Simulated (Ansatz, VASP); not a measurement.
One calculation of KI, two programs

File POSCAR:

```
KI
1.0
    6.0394505649      0.0000000000      0.0000000000
   -3.0197252825      5.2303176141      0.0000000000
    0.0000000000      0.0000000000      7.0391244471
K I
2 2
Direct
    0.3333333333      0.6666666667     -0.0625000000
    0.6666666667      0.3333333333      0.4375000000
    0.3333333333      0.6666666667      0.4375000000
    0.6666666667      0.3333333333      0.9375000000
```

File INCAR.step1:

```
SYSTEM = KI
PREC = Accurate
ENCUT = 520
EDIFF = 1E-5
ISMEAR = 0
SIGMA = 0.01
LREAL = .False.
LASPH = .True.
NELM = 80
ALGO = Normal
ISIF = 2
LWAVE = .True.
LCHARG = .False.
GGA = PE
NBANDS = 24
```

The input INCAR.step2:

```
SYSTEM = KI
PREC = Accurate
ENCUT = 520
EDIFF = 1E-6
ISMEAR = 0
SIGMA = 0.01
LREAL = .False.
LASPH = .True.
NELM = 80
ALGO = Normal
ISIF = 2
LWAVE = .False.
LCHARG = .False.
GGA = PE
LHFCALC = .True.
AEXX = 0.4
HFSCREEN = 0.3
PRECFOCK = Normal
ISTART = 1
NBANDS = 24
```

The input KPOINTS:

```
regular mesh
0
Gamma
  3 3 2
  0 0 0
```

Input for Ansatz:

```yaml
crystal:
  lattice:
    - [6.0394505649, 0.0, 0.0]
    - [-3.0197252825, 5.2303176141, 0.0]
    - [0.0, 0.0, 7.0391244471]
  atoms:
    - { symbol: K, position: [0.3333333333, 0.6666666667, -0.0625] }
    - { symbol: K, position: [0.6666666667, 0.3333333333, 0.4375] }
    - { symbol: I, position: [0.3333333333, 0.6666666667, 0.4375] }
    - { symbol: I, position: [0.6666666667, 0.3333333333, 0.9375] }
kpoints:
  mp_grid: { grid: [3, 3, 2] }
hamiltonian:
  xc: { exchange: pbe, correlation: pbe, exx: { coeff: 0.4, omega: 0.3 } }
scf:
  occupations: { method: fixed }
  n_extra_bands: 5
output:
  forces: true
  stress: true
  eigenvalues: true
```

Alike in both runs: task single point; functional PBE-based screened hybrid with a share of 0.4 of exact exchange and HFSCREEN = 0.3; k mesh 3 × 3 × 2; no spin polarisation.

|  | VASP | Ansatz |
| --- | --- | --- |
| version | VASP 6.6.1 | Ansatz 0.2.0 |
| potentials or method | VASP PAW PBE potentials, release 64 (K_sv, I) | plane waves |
| plane-wave cutoff (eV) | 520 | 420 |
| occupations | gaussian, width 0.01 eV | fixed |
| valence electrons in the cell | 32 | 52 |

Ansatz gave:

| Quantity | Value |
| --- | --- |
| gap on the k mesh at the Fermi level (eV) | 4.99 |
| pressure (GPa) | 0.1 |
| traceless stress, the component that is largest in VASP (GPa) | 0.05 |

What did VASP give for the same quantities?

gap on the k mesh at the Fermi level (eV): 4.98; pressure (GPa): 0.1; traceless stress, the component that is largest in VASP (GPa): 0.05.

VASP's potentials were made for PBE, not for PBE-based screened hybrid. VASP's potentials hold 32 valence electrons a cell and Ansatz's 52, so a difference there can come from the potentials and not from the codes. Ansatz's warnings: stress exchange threshold loose, stress scf threshold loose.

The k mesh is coarse, so the values compare programs but aren't converged. Neither program's run includes spin-orbit coupling.
